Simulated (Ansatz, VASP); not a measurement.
# SiGe in VASP and in Ansatz

File INCAR:

```
SYSTEM = SiGe
PREC = Accurate
ENCUT = 520
EDIFF = 1E-7
ISMEAR = 0
SIGMA = 0.03
LREAL = .False.
LASPH = .True.
NELM = 60
ALGO = Normal
ISIF = 2
LWAVE = .False.
LCHARG = .False.
NBANDS = 26
```

The input KPOINTS:

```
Automatic mesh
0
Gamma
  12 12 6
  0 0 0
```

The input POSCAR:

```
SiGe
1.0
    3.9035908171      0.0000000000      0.0000000000
   -1.9517954085      3.3806088136      0.0000000000
    0.0000000000      0.0000000000      6.4510978499
Si Ge
2 2
Direct
    0.6666666667      0.3333333333      0.8745031008
    0.3333333333      0.6666666667      0.3745031008
    0.6666666667      0.3333333333      0.5161337307
    0.3333333333      0.6666666667      0.0161337307
```

Input for Ansatz:

```yaml
crystal:
  lattice:
    - [3.9035908171, 0.0, 0.0]
    - [-1.9517954085, 3.3806088136, 0.0]
    - [0.0, 0.0, 6.4510978499]
  atoms:
    - { symbol: Si, position: [0.6666666667, 0.3333333333, 0.8745031008] }
    - { symbol: Si, position: [0.3333333333, 0.6666666667, 0.3745031008] }
    - { symbol: Ge, position: [0.6666666667, 0.3333333333, 0.5161337307] }
    - { symbol: Ge, position: [0.3333333333, 0.6666666667, 0.0161337307] }
basis:
  ecutwfc: 420
kpoints:
  mp_grid: { grid: [12, 12, 6] }
hamiltonian:
  xc: lda
  pseudopotentials: { kind: paw, azcp: { folder: soft_1 } }
scf:
  occupations: { method: gaussian, width: 0.03 }
output:
  forces: true
  stress: true
  eigenvalues: true
```

Alike in both runs: task single point; functional LDA; k mesh 12 × 12 × 6; occupations gaussian, width 0.03 eV; no spin polarisation.

|  | VASP | Ansatz |
| --- | --- | --- |
| version | VASP 6.6.1 | Ansatz 0.2.0 |
| potentials or method | VASP PAW LDA potentials, release 64 (Si, Ge_d), cutoff 520 eV | scalar-relativistic, plane waves, PAW |
| valence electrons in the cell | 36 | 36 |

|  | VASP | Ansatz | Ansatz less VASP |
| --- | --- | --- | --- |
| gap on the k mesh at the Fermi level (eV) | none | none | - |
| pressure (GPa) | -1.8 | -1.9 | -0.09 |
| traceless stress, the component that is largest in VASP (GPa) | 3.96 | 3.95 | -0.015 |
| rms of the force components (eV/Å) | 0.791 | 0.789 | -0.0015 |

Ansatz warns that its potentials were made for another functional, while VASP's fit it. LDA's correlation is that of Perdew and Zunger in VASP and of Perdew and Wang (1992) in Ansatz. Atom by atom the forces differ by 0.002 eV/Å (rms over components). A gap of «none» marks a metal or a gap that the smearing closes.
